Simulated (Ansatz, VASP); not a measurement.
**Ti in VASP and in Ansatz**

```
CELL_PARAMETERS angstrom
0.00000 3.49841 3.49841
3.49841 0.00000 3.49841
3.49841 3.49841 0.00000
ATOMIC_POSITIONS crystal
Ti 0.25000 0.25000 0.25000
Ti 0.00000 0.00000 0.00000
```

Alike in both runs: task single point; functional PBE; k mesh 4 × 4 × 4; occupations gaussian, width 0.1 eV; no spin polarisation.

|  | VASP | Ansatz |
| --- | --- | --- |
| version | VASP 6.6.1 | Ansatz 0.2.0 |
| potentials or method | VASP PAW PBE potentials, release 64 (Ti_sv), cutoff 500 eV | scalar-relativistic, plane waves, PAW |
| valence electrons in the cell | 24 | 24 |

VASP gave:

| Property | Result |
| --- | --- |
| gap on the k mesh at the Fermi level (eV) | none |
| pressure (GPa) | -7.2 |

Task: Estimate Ansatz's values.

Result: gap on the k mesh at the Fermi level (eV): none; pressure (GPa): -7.1.

A gap of «none» marks a metal or a gap that the smearing closes. With one functional, cell and mesh, what is left measures potentials, basis and numerics.

The k mesh is coarse, so the values compare programs but aren't converged.
